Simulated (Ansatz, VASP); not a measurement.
## One calculation of ZrH5, two programs

```xyz
6
Lattice="2.5668 1.4819 2.4686 -2.5668 1.4819 2.4686 0.0000 -2.9638 2.4686" Properties=species:S:1:pos:R:3 pbc="T T T"
Zr    0.0000    0.0000    3.7029
H     0.0000    1.4819    2.4686
H    -1.2834   -0.7410    2.4686
H     1.2834   -0.7410    2.4686
H     0.0000    0.0000    1.7091
H     0.0000    0.0000    5.6966
```

Alike in both runs: functional PBE; k mesh 4 × 4 × 4; occupations gaussian, width 0.2 eV; no spin polarisation.

Ansatz relaxed the structure, and its values are those at the end. VASP's run is a single point on that final structure, the one shown.

|  | VASP | Ansatz |
| --- | --- | --- |
| version | VASP 6.6.1 | Ansatz 0.2.0 |
| potentials or method | VASP PAW PBE potentials, release 64 (Zr_sv, H), cutoff 500 eV | scalar-relativistic, plane waves, PAW |
| valence electrons in the cell | 17 | 17 |

Ansatz gave:

```
gap on the k mesh at the Fermi level (eV) : none
pressure (GPa)                            : 0.1
rms of the force components (eV/Å)        : 0.008
```

Q: What did VASP give for the same quantities?

A: gap on the k mesh at the Fermi level (eV): none; pressure (GPa): 0.0; rms of the force components (eV/Å): 0.009.

A gap of «none» marks a metal or a gap that the smearing closes. The functional is the same, so the differences come from potentials, cutoffs and numerics.

The k mesh is coarse, so the values compare programs but aren't converged.
